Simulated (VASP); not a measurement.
# Rb (Im-3m) in VASP: a series of runs, part 2 of 2

VASP 6.6.1.

## (3) Relaxation of cell and atoms, PBE

This run uses another cell than the first one, of 88.04 Å³/atom.

Input file INCAR:

```
PREC = Accurate ; ENCUT = 600
EDIFF = 1E-7 ; ISMEAR = 0
SIGMA = 0.1 ; LREAL = False
LASPH = True ; NELM = 100
ALGO = Normal ; ISIF = 3
LWAVE = False ; LCHARG = False
GGA = PE ; IBRION = 2
NSW = 100 ; EDIFFG = -0.002
```

Input file KPOINTS:

```
Automatic mesh
0
Gamma
  10 10 10
```

Input file POSCAR:

```
Rb
1.0
   -2.8025000000      2.8025000000      2.8025000000
    2.8025000000     -2.8025000000      2.8025000000
    2.8025000000      2.8025000000     -2.8025000000
Rb
1
Direct
    0.0000000000      0.0000000000      0.0000000000
```

Potentials or basis: VASP PAW PBE potentials, release 64 (Rb_sv).

On the command line:

```bash
> cat potpaw_PBE.64/Rb_sv/POTCAR > POTCAR
> mpirun -np 1 vasp_std > vasp.out
```

OUTCAR:

```text
PREC = Accurate
   ENCUT = 600
   EDIFF = 1E-7
   ISMEAR = 0
   LREAL = False
   LASPH = True
   NELM = 100
   ISIF = 3
   GGA = PE
   IBRION = 2
   NSW = 100
   EDIFFG = -0.002

 ion  position               nearest neighbor table
   1  0.000  0.000  0.000-

  LATTYP: Found a body centered cubic cell.
 ALAT       =     5.6050000000

  Lattice vectors:

 A1 = (  -2.8025000000,   2.8025000000,   2.8025000000)
 A2 = (   2.8025000000,  -2.8025000000,   2.8025000000)
 A3 = (   2.8025000000,   2.8025000000,  -2.8025000000)

Analysis of symmetry for initial positions (statically):
=====================================================================
 Subroutine PRICEL returns:
 Original cell was already a primitive cell.

 Routine SETGRP: Setting up the symmetry group for a
 body centered cubic supercell.

 Subroutine GETGRP returns: Found 48 space group operations
 (whereof 48 operations were pure point group operations)
 out of a pool of 48 trial point group operations.

The static configuration has the point symmetry O_h .

Analysis of symmetry for dynamics (positions and initial velocities):
=====================================================================
 Subroutine PRICEL returns:
 Original cell was already a primitive cell.

 Routine SETGRP: Setting up the symmetry group for a
 body centered cubic supercell.

 Subroutine GETGRP returns: Found 48 space group operations
 (whereof 48 operations were pure point group operations)
 out of a pool of 48 trial point group operations.

The dynamic configuration has the point symmetry O_h .

 Subroutine INISYM returns: Found 48 space group operations
 (whereof 48 operations are pure point group operations),
 and found     1 'primitive' translations

----------------------------------------------------------------------------------------

                                     Primitive cell

  volume of cell :      88.0434

  direct lattice vectors                    reciprocal lattice vectors
    -2.802500000  2.802500000  2.802500000     0.000000000  0.178412132  0.178412132
     2.802500000 -2.802500000  2.802500000     0.178412132  0.000000000  0.178412132
     2.802500000  2.802500000 -2.802500000     0.178412132  0.178412132  0.000000000

  length of vectors
     4.854072388  4.854072388  4.854072388     0.252312857  0.252312857  0.252312857

  position of ions in fractional coordinates (direct lattice)
     0.000000000  0.000000000  0.000000000

  ion indices of the primitive-cell ions
   primitive index   ion index
                 1           1

----------------------------------------------------------------------------------------

 KPOINTS: Automatic mesh

Automatic generation of k-mesh.
 Grid dimensions read from file:
 generate k-points for:   10   10   10

 Generating k-lattice:

  Cartesian coordinates                     Fractional coordinates (reciprocal lattice)
     0.000000000  0.017841213  0.017841213     0.100000000  0.000000000  0.000000000
     0.017841213  0.000000000  0.017841213     0.000000000  0.100000000  0.000000000
     0.017841213  0.017841213  0.000000000     0.000000000  0.000000000  0.100000000

  Length of vectors
     0.025231286  0.025231286  0.025231286

  Shift w.r.t. Gamma in fractional coordinates (k-lattice)
[... 41 lines left out ...]
   NGXF,Y,Z  is equivalent  to a cutoff of  27.40, 27.40, 27.40 a.u.
 SYSTEM =  unknown system
   PREC   = accura    normal or accurate (medium, high low for compatibility)
   ISTART =      0    job   : 0-new  1-cont  2-samecut
   ICHARG =      2    charge: 1-file 2-atom 10-const
   ISPIN  =      1    spin polarized calculation?
   LNONCOLLINEAR =      F non collinear calculations
   LSORBIT =      F    spin-orbit coupling
   LASPH  =      T    aspherical Exc in radial PAW
   ENCUT  =  600.0 eV  44.10 Ry    6.64 a.u.   9.69  9.69  9.69*2*pi/ulx,y,z
   NELM   =    100;   NELMIN=  2; NELMDL= -5     # of ELM steps
   EDIFF  = 0.1E-06   stopping-criterion for ELM
   LREAL  =      F    real-space projection
   EDIFFG = -.2E-02   stopping-criterion for IOM
   NSW    =    100    number of steps for IOM
   IBRION =      2    ionic relax: 0-MD 1-quasi-New 2-CG
   NFREE  =      1    steps in history (QN), initial steepest desc. (CG)
   ISIF   =      3    stress and relaxation
   ISYM   =      2    0-nonsym 1-usesym 2-fastsym
   POTIM  = 0.5000    time-step for ionic-motion
   TEBEG  =    0.0;   TEEND  =   0.0 temperature during run
   PSTRESS=    0.0 pullay stress
   NELECT =       9.0000    total number of electrons
   NUPDOWN=      -1.0000    fix difference up-down
   EMIN   =  10.00;   EMAX   =-10.00  energy-range for DOS
   EFERMI =   0.00;   METHOD = LEGACY
   ISMEAR =     0;   SIGMA  =   0.10  broadening in eV -4-tet -1-fermi 0-gaus
   EFERMI_NEDOS =   21; number of points for ismear=-14 and -15
   IALGO  =     38    algorithm
   IMIX   =      4    mixing-type and parameters
     AMIX     =   0.40;   BMIX     =  1.00
     AMIX_MAG =   1.60;   BMIX_MAG =  1.00
  volume/ion in A,a.u.               =      88.04       594.15
  Fermi-wavevector in a.u.,A,eV,Ry     =   0.765462  1.446513  7.972081  0.585931
  Thomas-Fermi vector in A             =   1.865587
   LORBIT       =      0    0 simple, 1 ext, 2 COOP (PROOUT), +10 PAW based schemes
   GGA     = PE    functional components
   LHFCALC =     F    Hartree Fock is set to
   AEXX    =    0.0000 exact exchange contribution
   IVDW    =     0    specifies the selected vdW correction
   LEPSILON=     F    determine dielectric tensor
   LRPA    =     F    only Hartree local field effects (RPA)
 conjugate gradient relaxation of ions
 non-spin polarized calculation
 Gauss-broadening in eV      SIGMA  =   0.10
  energy-cutoff  :      600.00
  volume of cell :       88.04
 maximum number of plane-waves:      2988
   NGX = 19   NGY = 19   NGZ = 19

--------------------------------------- Ionic step        1  -------------------------------------------

 number of electron       9.0000000 magnetization

 Free energy of the ion-electron system (eV)
  ---------------------------------------------------
  ext. energy  EPLUGINS =         0.00000000
  ---------------------------------------------------
  free energy    TOTEN  =        -0.93478493 eV

  energy without entropy =       -0.92856235  energy(sigma->0) =       -0.93167364

------------------------ aborting loop because EDIFF is reached ----------------------------------------

  FORCE on cell =-STRESS in cart. coord.  units (eV):
  Direction    XX          YY          ZZ          XY          YZ          ZX
  --------------------------------------------------------------------------------------
  -------------------------------------------------------------------------------------
  Total        0.0592133      0.0592133      0.0592133      0.0000000     -0.0000000     -0.0000000
  in kB        1.0775385      1.0775385      1.0775385      0.0000000     -0.0000000     -0.0000000
  external PRESSURE =       1.0775385 kB  Pullay stress =       0.0000000 kB
[... 92 lines left out ...]
--------------------------------------- Ionic step        4  -------------------------------------------

 number of electron       9.0000000 magnetization

 Free energy of the ion-electron system (eV)
  ---------------------------------------------------
  ext. energy  EPLUGINS =         0.00000000
  ---------------------------------------------------
  free energy    TOTEN  =        -0.93583859 eV

  energy without entropy =       -0.92963090  energy(sigma->0) =       -0.93273475

 E-fermi :   0.0082     XC(G=0):  -5.4596

 val. band max:        0.0052621999   @ k =  -0.3000   0.4000   0.2000
 cond. band min:       0.0876269503   @ k =  -0.4000   0.4000   0.2000
 fundamental gap:      0.0823647504
 Fermi energy:         0.0081661533

 k-point     1 :       0.0000    0.0000    0.0000
  band No.  band energies     occupation
      1     -28.8986      2.00000
      2     -12.9412      2.00000
      3     -12.9412      2.00000
      4     -12.9412      2.00000
      5      -1.9628      2.00000
      6       3.6818      0.00000
      7       3.6818      0.00000
      8       3.6818      0.00000
[... 243 lines left out ...]
 k-point    24 :      -0.3000    0.3000    0.1000
  band No.  band energies     occupation
      1     -28.8956      2.00000
      2     -13.0023      2.00000
      3     -12.9653      2.00000
      4     -12.9483      2.00000
      5      -0.8611      2.00000
      6       2.1211      0.00000
      7       2.9095      0.00000
      8       3.7587      0.00000

 [... further k-points ...]

------------------------ aborting loop because EDIFF is reached ----------------------------------------

  FORCE on cell =-STRESS in cart. coord.  units (eV):
  Direction    XX          YY          ZZ          XY          YZ          ZX
  --------------------------------------------------------------------------------------
  -------------------------------------------------------------------------------------
  Total        0.0003285      0.0003285      0.0003285     -0.0000000     -0.0000000     -0.0000000
  in kB        0.0057669      0.0057669      0.0057669     -0.0000000     -0.0000000     -0.0000000
  external PRESSURE =       0.0057669 kB  Pullay stress =       0.0000000 kB
[... 16 lines left out ...]
  FREE ENERGIE OF THE ION-ELECTRON SYSTEM (eV)
  ---------------------------------------------------
  free  energy   TOTEN  =        -0.9358385948 eV

  energy  without entropy=       -0.9296308998  energy(sigma->0) =       -0.93273475

 reached required accuracy - stopping structural energy minimisation
```

OSZICAR:

```text
N       E                     dE             d eps       ncg     rms          rms(c)
DAV:   1     0.484085056794E+02    0.48409E+02   -0.36932E+03   752   0.928E+02
DAV:   2     0.175173046955E+01   -0.46657E+02   -0.45836E+02   864   0.144E+02
DAV:   3    -0.852101656733E+00   -0.26038E+01   -0.26025E+01  1032   0.403E+01
DAV:   4    -0.932724209849E+00   -0.80623E-01   -0.80428E-01  1240   0.563E+00
[... 32 lines left out ...]
DAV:   4    -0.935839306453E+00    0.26596E-06   -0.37495E-06   912   0.193E-02    0.361E-03
DAV:   5    -0.935838756143E+00    0.55031E-06   -0.71351E-07  1232   0.988E-03    0.224E-03
DAV:   6    -0.935838430743E+00    0.32540E-06   -0.88517E-08   464   0.325E-03    0.454E-04
DAV:   7    -0.935838605595E+00   -0.17485E-06   -0.15588E-08   392   0.148E-03    0.492E-05
DAV:   8    -0.935838594825E+00    0.10770E-07   -0.36559E-09   400   0.402E-04
   4 F= -.93583859E+00 E0= -.93273475E+00  d E =-.105366E-02
```

CONTCAR:

```text
Rb
   1.00000000000000
    -2.8362370027083799    2.8362370027083799    2.8362370027083799
     2.8362370027083799   -2.8362370027083799    2.8362370027083799
     2.8362370027083799    2.8362370027083799   -2.8362370027083799
  Rb
     1
Direct
     0.0000000000000000    0.0000000000000000    0.0000000000000000

  0.00000000E+00  0.00000000E+00  0.00000000E+00
```

Wall time 2.2 min (1 thread of Intel Xeon 8259CL, shared host); peak memory 0.27 GiB.

Results:

* Free energy: -0.9358 eV
* Relaxed volume: 91.26 Å³/atom
* Relaxed cell: a = 4.913 Å, b = 4.913 Å, c = 4.913 Å, α = 109.47°, β = 109.47°, γ = 109.47°
* Space group after relaxing (to 0.1 Å): Im-3m (No. 229)
* Energy gained by relaxing: 1.1 meV/atom
* Ionic steps: 4
* Pressure after relaxing: 0.0 GPa
* Band gap on the k mesh: zero (an odd number of electrons rules out a gap without spin polarisation)

The path:
| step | energy change (eV) | largest force (eV/Å) | pressure (GPa) | volume (Å³) |
| --- | --- | --- | --- | --- |
| 1 | 0.0000 | 0.0000 | 0.11 | 88.04 |
| 2 | -0.0004 | 0.0000 | 0.08 | 88.80 |
| 3 | -0.0011 | 0.0000 | 0.01 | 91.10 |
| 4 | -0.0011 | 0.0000 | 0.00 | 91.26 |

Final structure:
```
CELL_PARAMETERS angstrom
-2.83624 2.83624 2.83624
2.83624 -2.83624 2.83624
2.83624 2.83624 -2.83624
ATOMIC_POSITIONS crystal
Rb 0.00000 0.00000 0.00000
```

PBE usually gives volumes a little too large and moduli too small. Zero-point motion and thermal expansion aren't in these numbers.
